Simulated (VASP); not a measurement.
# Sr8Ti8O23 (a cell with a defect) in VASP: single point with PBEsol

Aim: the single point of Sr8Ti8O23 (a cell with a defect) with PBEsol.

Program: VASP 6.6.1. These are calculated values, not measurements. Logs are shortened: lines on timing, memory, paths and dates and some standing lists are left out, and cuts for length are marked.

**1. The cell of the first run**

The cell holds a defect, 39 atoms: a = 7.783 Å, b = 7.783 Å, c = 7.783 Å, α = 90.00°, β = 90.00°, γ = 90.00°.

**2. Single point, PBEsol**

Input file INCAR:

```
PREC = Accurate
ENCUT = 520
EDIFF = 1E-7
ISMEAR = -1
SIGMA = 0.05
LREAL = Auto
LASPH = T
NELM = 100
ALGO = Normal
ISIF = 2
LWAVE = F
LCHARG = F
GGA = PS
NBANDS = 182
NELECT = 312.0
ISYM = 0
```

Input file KPOINTS:

```
Automatic mesh
0
Gamma
  1 1 1
  0.25 0.25 0.25
```

Input file POSCAR:

```
Sr8Ti8O23
1.0
    7.7828210000      0.0000000000      0.0000000000
    0.0000000000      7.7828210000      0.0000000000
    0.0000000000      0.0000000000      7.7828210000
Sr Ti O
8 8 23
Direct
    0.9907900000      0.9907380000      0.9995310000
    0.9913460000      0.9912840000      0.4972730000
    0.9913830000      0.5082820000      0.9996120000
    0.9911580000      0.5085290000      0.4996200000
    0.5084520000      0.9911600000      0.9995980000
    0.5085110000      0.9911880000      0.4996140000
    0.5090260000      0.5088980000      0.9996660000
    0.5084480000      0.5083820000      0.5019930000
    0.2485890000      0.2482010000      0.2333340000
    0.2515620000      0.2511620000      0.7660820000
    0.2495500000      0.7461150000      0.2531220000
    0.2500020000      0.7533080000      0.7453680000
    0.7463500000      0.2495910000      0.2535970000
    0.7535550000      0.2500330000      0.7458460000
    0.7489660000      0.7490280000      0.2492190000
    0.7505720000      0.7506200000      0.7500300000
    0.2507930000      0.2492660000      0.9997200000
    0.2498370000      0.7502440000      0.0000250000
    0.2503450000      0.7495620000      0.4999110000
    0.7494660000      0.2500380000      0.9996210000
    0.7504610000      0.2496290000      0.4996340000
    0.7503120000      0.7496390000      0.9997370000
    0.7498310000      0.7499780000      0.4997470000
    0.0087540000      0.2526740000      0.2692580000
    0.0048790000      0.2473620000      0.7323200000
    0.0013570000      0.7511410000      0.2484150000
    0.9995720000      0.7487390000      0.7515840000
    0.4950620000      0.2522760000      0.2679840000
    0.4911650000      0.2475020000      0.7288400000
    0.5004830000      0.7513580000      0.2476140000
    0.4986670000      0.7484840000      0.7518610000
    0.2524130000      0.0087270000      0.2705530000
    0.2476380000      0.0048220000      0.7316780000
    0.2525110000      0.4950050000      0.2673530000
    0.2472130000      0.4911190000      0.7301080000
    0.7514080000      0.0012120000      0.2477320000
    0.7485120000      0.9994320000      0.7518530000
    0.7511550000      0.5003260000      0.2478760000
    0.7487510000      0.4985410000      0.7511890000
```

Potentials or basis: VASP PAW PBE potentials, release 64 (Sr_sv, Ti_sv, O).

Command:

```
> cat potpaw_PBE.64/Sr_sv/POTCAR potpaw_PBE.64/Ti_sv/POTCAR potpaw_PBE.64/O/POTCAR > POTCAR
> mpirun -np 1 vasp_std > vasp.out
```

OUTCAR:

```text
PREC = Accurate
   ENCUT = 520
   EDIFF = 1E-7
   ISMEAR = -1
   LREAL = Auto
   LASPH = T
   NELM = 100
   ISIF = 2
   GGA = PS
   NELECT = 312.0
   ISYM = 0

 ion  position               nearest neighbor table
   1  0.991  0.991  1.000-  22 2.65  36 2.68  26 2.69  27 2.70  37 2.70  18 2.75  20 2.76  17 2.85
                            25 2.89  33 2.89  24 2.93  32 2.94  16 3.28  15 3.30   9 3.37  14 3.37
   2  0.991  0.991  0.497-  23 2.66  26 2.69  32 2.69  36 2.70  24 2.70  33 2.71  25 2.71  27 2.74
                            37 2.74  21 2.75  19 2.76  15 3.29  16 3.30  12 3.35  14 3.35  13 3.36
   3  0.991  0.508  1.000-  22 2.65  27 2.69  38 2.69  39 2.70  26 2.71  20 2.75  18 2.76  17 2.85
                            24 2.89  35 2.90  25 2.91  34 2.91  16 3.29  15 3.29  11 3.37  14 3.37
   4  0.991  0.509  0.500-  23 2.66  24 2.68  35 2.68  38 2.71  27 2.71  26 2.72  39 2.72  34 2.72
                            25 2.72  21 2.75  19 2.75  16 3.29  15 3.29  14 3.34  11 3.34  12 3.37
   5  0.508  0.991  1.000-  22 2.66  37 2.69  30 2.69  31 2.70  36 2.70  18 2.75  20 2.75  17 2.84
                            32 2.90  29 2.90  33 2.91  28 2.92  16 3.29  15 3.29  13 3.37  12 3.37
   6  0.509  0.991  0.500-  23 2.66  32 2.68  29 2.68  30 2.71  37 2.71  28 2.72  33 2.72  36 2.72
                            31 2.73  19 2.75  21 2.76  15 3.29  16 3.29  12 3.34  13 3.34  14 3.37
   7  0.509  0.509  1.000-  22 2.65  31 2.68  39 2.69  38 2.70  30 2.70  20 2.75  18 2.76  17 2.85
                            34 2.89  28 2.89  35 2.93  29 2.93  15 3.28  16 3.29  10 3.37  11 3.37
   8  0.508  0.508  0.502-  23 2.66  29 2.69  39 2.70  31 2.70  28 2.70  35 2.70  34 2.70  38 2.74
                            30 2.74  19 2.75  21 2.76  16 3.29  15 3.30  13 3.35  11 3.35  12 3.36
   9  0.249  0.248  0.233-  17 1.82  32 1.89  24 1.89  28 1.94  34 1.94   1 3.37   5 3.38   3 3.38
                             7 3.40   2 3.50   6 3.52   4 3.52   8 3.54
  10  0.252  0.251  0.766-  17 1.82  29 1.89  35 1.89  33 1.94  25 1.94   7 3.37   5 3.38   3 3.38
                             1 3.40   8 3.50   6 3.52   4 3.52   2 3.55
  11  0.250  0.746  0.253-  19 1.92  26 1.93  30 1.95  34 1.96  18 1.97  32 2.05   4 3.34   8 3.35
                             2 3.36   3 3.37   7 3.37   6 3.37   1 3.40   5 3.40
  12  0.250  0.753  0.745-  19 1.91  31 1.94  27 1.95  33 1.96  18 1.98  35 2.04   6 3.34   2 3.35
                             8 3.36   4 3.37   5 3.37   1 3.38   7 3.41   3 3.41
  13  0.746  0.250  0.254-  21 1.92  36 1.93  38 1.95  28 1.96  20 1.98  24 2.05   6 3.34   8 3.35
                             2 3.36   4 3.37   5 3.37   7 3.37   1 3.40   3 3.41
  14  0.754  0.250  0.746-  21 1.92  39 1.93  37 1.95  25 1.96  20 1.98  29 2.05   4 3.34   2 3.35
                             8 3.36   3 3.37   6 3.37   1 3.37   7 3.40   5 3.41
  15  0.749  0.749  0.249-  30 1.93  38 1.94  22 1.94  23 1.95  36 1.96  26 1.96   7 3.28   5 3.29
                             2 3.29   3 3.29   6 3.29   4 3.29   1 3.30   8 3.30
  16  0.751  0.751  0.750-  37 1.94  27 1.94  22 1.94  23 1.95  31 1.96  39 1.96   1 3.28   5 3.29
                             8 3.29   3 3.29   7 3.29   6 3.29   4 3.29   2 3.30
  17  0.251  0.249  1.000-   9 1.82  10 1.82   5 2.84   7 2.85   3 2.85   1 2.85
  18  0.250  0.750  0.000-  11 1.97  12 1.98   5 2.75   1 2.75   3 2.76   7 2.76
  19  0.250  0.750  0.500-  12 1.91  11 1.92   8 2.75   6 2.75   4 2.75   2 2.76
  20  0.749  0.250  1.000-  14 1.98  13 1.98   7 2.75   5 2.75   3 2.75   1 2.76
  21  0.750  0.250  0.500-  13 1.92  14 1.92   2 2.75   4 2.75   6 2.76   8 2.76
  22  0.750  0.750  1.000-  15 1.94  16 1.94   1 2.65   7 2.65   3 2.65   5 2.66
[... 15 lines left out ...]
  38  0.751  0.500  0.248-  15 1.94  13 1.95   3 2.69   7 2.70   4 2.71   8 2.74
  39  0.749  0.499  0.751-  14 1.93  16 1.96   7 2.69   8 2.70   3 2.70   4 2.72

IMPORTANT INFORMATION: All symmetrisations will be switched off!
NOSYMM: (Re-)initialisation of all symmetry stuff for point group C_1.

----------------------------------------------------------------------------------------

                                     Primitive cell

  volume of cell :     471.4234

  direct lattice vectors                    reciprocal lattice vectors
     7.782821000  0.000000000  0.000000000     0.128488115  0.000000000  0.000000000
     0.000000000  7.782821000  0.000000000     0.000000000  0.128488115  0.000000000
     0.000000000  0.000000000  7.782821000     0.000000000  0.000000000  0.128488115

  length of vectors
     7.782821000  7.782821000  7.782821000     0.128488115  0.128488115  0.128488115

  position of ions in fractional coordinates (direct lattice)
     0.990790000  0.990738000  0.999531000
     0.991346000  0.991284000  0.497273000
     0.991383000  0.508282000  0.999612000
     0.991158000  0.508529000  0.499620000
     0.508452000  0.991160000  0.999598000
     0.508511000  0.991188000  0.499614000
[... 31 lines left out ...]
     0.751155000  0.500326000  0.247876000
     0.748751000  0.498541000  0.751189000

  ion indices of the primitive-cell ions
   primitive index   ion index
                 1           1
                 2           2
                 3           3
                 4           4
                 5           5
                 6           6
[... 31 lines left out ...]
                38          38
                39          39

----------------------------------------------------------------------------------------

 KPOINTS: Automatic mesh

Automatic generation of k-mesh.
 Grid dimensions read from file:
 generate k-points for:    1    1    1

 Generating k-lattice:

  Cartesian coordinates                     Fractional coordinates (reciprocal lattice)
     0.128488115  0.000000000  0.000000000     1.000000000  0.000000000  0.000000000
     0.000000000  0.128488115  0.000000000     0.000000000  1.000000000  0.000000000
     0.000000000  0.000000000  0.128488115     0.000000000  0.000000000  1.000000000

  Length of vectors
     0.128488115  0.128488115  0.128488115

  Shift w.r.t. Gamma in fractional coordinates (k-lattice)
     0.250000000  0.250000000  0.250000000

 Subroutine IBZKPT returns following result:
 ===========================================

 Found      4 irreducible k-points:

 Following reciprocal coordinates:
            Coordinates               Weight
  0.250000  0.250000  0.250000      2.000000
 -0.250000  0.250000  0.250000      2.000000
 -0.250000 -0.250000  0.250000      2.000000
  0.250000 -0.250000  0.250000      2.000000
   k-points           NKPTS =      4   k-points in BZ     NKDIM =      4   number of bands    NBANDS=    182
   number of dos      NEDOS =    301   number of ions     NIONS =     39
   total plane-waves  NPLWV = 216000
   dimension x,y,z NGX =    60 NGY =   60 NGZ =   60
   dimension x,y,z NGXF=   120 NGYF=  120 NGZF=  120
   ions per type =               8   8  23
   NGX,Y,Z   is equivalent  to a cutoff of  12.82, 12.82, 12.82 a.u.
   NGXF,Y,Z  is equivalent  to a cutoff of  25.63, 25.63, 25.63 a.u.
 SYSTEM =  unknown system
   PREC   = accura    normal or accurate (medium, high low for compatibility)
   ISTART =      0    job   : 0-new  1-cont  2-samecut
   ICHARG =      2    charge: 1-file 2-atom 10-const
   ISPIN  =      1    spin polarized calculation?
   LNONCOLLINEAR =      F non collinear calculations
   LSORBIT =      F    spin-orbit coupling
   LASPH  =      T    aspherical Exc in radial PAW
   ENCUT  =  520.0 eV  38.22 Ry    6.18 a.u.  14.47 14.47 14.47*2*pi/ulx,y,z
   NELM   =    100;   NELMIN=  2; NELMDL= -5     # of ELM steps
   EDIFF  = 0.1E-06   stopping-criterion for ELM
   LREAL  =      T    real-space projection
   EDIFFG = 0.1E-05   stopping-criterion for IOM
   NSW    =      0    number of steps for IOM
   IBRION =     -1    ionic relax: 0-MD 1-quasi-New 2-CG
   NFREE  =      0    steps in history (QN), initial steepest desc. (CG)
   ISIF   =      2    stress and relaxation
   ISYM   =      0    0-nonsym 1-usesym 2-fastsym
   POTIM  = 0.5000    time-step for ionic-motion
   TEBEG  =    0.0;   TEEND  =   0.0 temperature during run
   PSTRESS=    0.0 pullay stress
   NELECT =     312.0000    total number of electrons
   NUPDOWN=      -1.0000    fix difference up-down
   EMIN   =  10.00;   EMAX   =-10.00  energy-range for DOS
   EFERMI =   0.00;   METHOD = LEGACY
   ISMEAR =    -1;   SIGMA  =   0.05  broadening in eV -4-tet -1-fermi 0-gaus
   EFERMI_NEDOS =   21; number of points for ismear=-14 and -15
   IALGO  =     38    algorithm
   IMIX   =      4    mixing-type and parameters
     AMIX     =   0.40;   BMIX     =  1.00
     AMIX_MAG =   1.60;   BMIX_MAG =  1.00
  volume/ion in A,a.u.               =      12.09        81.57
  Fermi-wavevector in a.u.,A,eV,Ry     =   1.426667  2.696010 27.693014  2.035379
  Thomas-Fermi vector in A             =   2.546920
   LORBIT       =      0    0 simple, 1 ext, 2 COOP (PROOUT), +10 PAW based schemes
   GGA     = PS    functional components
   LHFCALC =     F    Hartree Fock is set to
   AEXX    =    0.0000 exact exchange contribution
   IVDW    =     0    specifies the selected vdW correction
   LEPSILON=     F    determine dielectric tensor
   LRPA    =     F    only Hartree local field effects (RPA)
 non-spin polarized calculation
  energy-cutoff  :      520.00
  volume of cell :      471.42
 maximum number of plane-waves:     12704
 NGX is ok and might be reduce to    60
   NGX = 29   NGY = 29   NGZ = 29

 number of electron     312.0000054 magnetization

 Free energy of the ion-electron system (eV)
  ---------------------------------------------------
  ext. energy  EPLUGINS =         0.00000000
  ---------------------------------------------------
  free energy    TOTEN  =      -338.02527163 eV

  energy without entropy =     -338.02527163  energy(sigma->0) =     -338.02527163

 E-fermi :   5.0848     XC(G=0): -11.4143

 val. band max:        3.7767683436   @ k =   0.2500   0.2500   0.2500
 cond. band min:       6.3203776234   @ k =  -0.2500  -0.2500   0.2500
 fundamental gap:      2.5436092798
 Fermi energy:         5.0848249104

 k-point     1 :       0.2500    0.2500    0.2500
  band No.  band energies     occupation
      1     -52.2993      2.00000
      2     -52.2968      2.00000
      3     -52.2175      2.00000
      4     -52.2175      2.00000
      5     -52.2159      2.00000
      6     -52.2156      2.00000
[... 160 lines left out ...]
    167       7.5632      0.00000
    168       7.5919      0.00000
[... 511 lines left out ...]
    167       7.5630      0.00000
    168       7.5806      0.00000
 [bands above 168 left out]

------------------------ aborting loop because EDIFF is reached ----------------------------------------

  FORCE on cell =-STRESS in cart. coord.  units (eV):
  Direction    XX          YY          ZZ          XY          YZ          ZX
  --------------------------------------------------------------------------------------
  -------------------------------------------------------------------------------------
  Total      -15.9466933    -15.9615332    -14.9743235      0.0390045      0.2073566      0.2080237
  in kB      -54.1963573    -54.2467923    -50.8916659      0.1325607      0.7047211      0.7069885
  external PRESSURE =     -53.1116052 kB  Pullay stress =       0.0000000 kB

 VOLUME and BASIS-vectors are now :
 -----------------------------------------------------------------------------
  energy-cutoff  :      520.00
  volume of cell :      471.42
      direct lattice vectors                 reciprocal lattice vectors
     7.782821000  0.000000000  0.000000000     0.128488115  0.000000000  0.000000000
     0.000000000  7.782821000  0.000000000     0.000000000  0.128488115  0.000000000
     0.000000000  0.000000000  7.782821000     0.000000000  0.000000000  0.128488115

 POSITION                                       TOTAL-FORCE (eV/Angst)
 -----------------------------------------------------------------------------------
      7.71114      7.71074      7.77917         0.025896      0.024184     -0.008752
      7.71547      7.71499      3.87019         0.007444      0.007790      0.029770
      7.71576      3.95587      7.77980         0.008577     -0.008345     -0.000809
      7.71401      3.95779      3.88845         0.009591     -0.008589      0.000223
      3.95719      7.71402      7.77969        -0.007315      0.009084     -0.000364
      3.95765      7.71424      3.88841        -0.007512      0.008256      0.000716
[... 31 lines left out ...]
      5.84610      3.89395      1.92917        -0.002592     -0.007434     -0.005724
      5.82740      3.88006      5.84637         0.007958      0.006947      0.007069
 -----------------------------------------------------------------------------------
    total drift:                               -0.008283      0.005905      0.011860

  FREE ENERGIE OF THE ION-ELECTRON SYSTEM (eV)
  ---------------------------------------------------
  free  energy   TOTEN  =      -338.0252716262 eV

  energy  without entropy=     -338.0252716261  energy(sigma->0) =     -338.02527163
```

Run time: 7.5 min. Hardware: 1 thread of Intel Xeon 6975P-C (Granite Rapids), shared host; peak memory 0.62 GiB.

What came out:

```
Free energy   : -338.0253 eV
Largest force : 0.093 eV/Å
```

Forces in eV/Å, atoms in the order of the input:
```
Sr   0.026  0.024 -0.009
Sr   0.007  0.008  0.030
Sr   0.009 -0.008 -0.001
Sr   0.010 -0.009  0.000
Sr  -0.007  0.009  0.000
Sr  -0.008  0.008  0.001
Sr  -0.026 -0.025  0.009
Sr  -0.007 -0.006 -0.031
Ti   0.045  0.051  0.063
Ti  -0.050 -0.043 -0.056
Ti   0.020  0.079 -0.015
Ti  -0.019 -0.078  0.019
Ti   0.078  0.021 -0.023
Ti  -0.083 -0.022  0.013
Ti   0.046  0.041  0.019
Ti  -0.030 -0.035 -0.002
O   -0.002  0.001  0.002
O   -0.003 -0.001 -0.004
O   -0.002 -0.001 -0.006
O    0.002  0.001  0.000
O   -0.001  0.002  0.002
O   -0.002  0.001  0.000
O   -0.001  0.001  0.000
O   -0.069 -0.029 -0.017
O    0.030  0.022 -0.007
O   -0.011 -0.009 -0.012
O    0.005  0.003  0.003
O   -0.029 -0.022  0.005
O    0.068  0.026  0.022
O   -0.010 -0.005 -0.006
O    0.009  0.006  0.008
O   -0.026 -0.071 -0.022
O    0.021  0.027 -0.006
O   -0.022 -0.031  0.008
O    0.029  0.067  0.019
O   -0.008 -0.010 -0.010
O    0.003  0.007  0.005
O   -0.003 -0.007 -0.006
O    0.008  0.007  0.007
```

Levels at points of the mesh, in eV from the Fermi level:
| k point | band 152 | band 153 | band 154 | band 155 | band 156 | band 157 | band 158 | band 159 | band 160 | band 161 |
| --- | --- | --- | --- | --- | --- | --- | --- | --- | --- | --- |
| (0.25, 0.25, 0.25) | -1.74 | -1.47 | -1.46 | -1.35 | -1.31 | 1.24 | 1.33 | 1.34 | 1.43 | 1.44 |

Caveat: the k points lie up to 0.81 Å⁻¹ apart; the cell carries a net charge on a neutralising background, which shifts energy and pressure; the cell is charged against a uniform background, so pressure and absolute levels hang on convention; the PAW data sets were made with another functional, which shifts forces and pressure a little.
